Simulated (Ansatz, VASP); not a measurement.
**Two plane-wave programs on AlNi**

```xyz
2
Lattice="2.9498 0.0000 0.0000 0.0000 2.9498 0.0000 0.0000 0.0000 2.9498" Properties=species:S:1:pos:R:3 pbc="T T T"
Al    0.0000    0.0000    0.0000
Ni    1.4749    1.4749    1.4749
```

Alike in both runs: task single point; functional PBE; k mesh 14 × 14 × 14; occupations gaussian, width 0.1 eV; no spin polarisation.

|  | VASP | Ansatz |
| --- | --- | --- |
| version | VASP 6.6.1 | Ansatz 0.2.0 |
| potentials or method | VASP PAW PBE potentials, release 64 (Al, Ni), cutoff 520 eV | scalar-relativistic, plane waves, PAW |
| valence electrons in the cell | 13 | 21 |

VASP gave:

- gap on the k mesh at the Fermi level (eV): none
- pressure (GPa): -8.1

Question: Estimate Ansatz's values.

Answer: gap on the k mesh at the Fermi level (eV): none; pressure (GPa): -8.2.

A gap of «none» marks a metal or a gap that the smearing closes. VASP's potentials hold 13 valence electrons a cell and Ansatz's 21, so a difference there can come from the potentials and not from the codes.
